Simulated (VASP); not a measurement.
Set up this calculation in VASP 6.6.1, as the native input.

```
Task                   : single point
Functional             : LDA
Potentials or basis    : VASP PAW LDA potentials, release 64 (Ga_d, As)
Cutoff                 : 520 eV
k mesh                 : 10 × 10 × 10
Occupations            : fermi-dirac, width 0.08 eV
Spin                   : no spin polarisation
Dipole correction      : no
Further INCAR settings : ALGO = Normal; EDIFF = 1e-06; NBANDS = 16
```

The structure of GaAs lies in POSCAR:

```
GaAs
1.0
    0.0000000000      2.8268500000      2.8551185000
    2.8268500000      0.0000000000      2.8551185000
    2.8268500000      2.8268500000      0.0000000000
Ga As
1 1
Direct
    0.0000000000      0.0000000000      0.0000000000
    0.7500000000      0.7500000000      0.7500000000
```

This cell differs from its parent crystal: zz strain of +1 %.

These files were run (other wordings do the same):

INCAR

```
PREC = Accurate ; ENCUT = 520
EDIFF = 1E-6 ; ISMEAR = -1
SIGMA = 0.08 ; LREAL = F
LASPH = T ; NELM = 80
ALGO = Normal ; ISIF = 2
LWAVE = F ; LCHARG = T
GGA = CA ; LELF = T
LVHAR = T ; NBANDS = 16
```

KPOINTS

```
Automatic mesh
0
Gamma
  10 10 10
```

Potentials or basis: VASP PAW LDA potentials, release 64 (Ga_d, As).

Command:

```console
$ cat potpaw_LDA.64/Ga_d/POTCAR potpaw_LDA.64/As/POTCAR > POTCAR
$ mpirun -np 1 vasp_std > vasp.out
```

It gave:

| Item | Value |
| --- | --- |
| Pressure | -2.2 GPa |
| Band gap on the k mesh | 0.24 eV |

Caveat: the cell differs from its parent crystal (zz strain of +1 %).

Wall time 36 s on 1 thread of Intel(R) Xeon(R) Platinum 8488C (Sapphire Rapids), with other jobs on the host, peak memory 0.2 GiB.
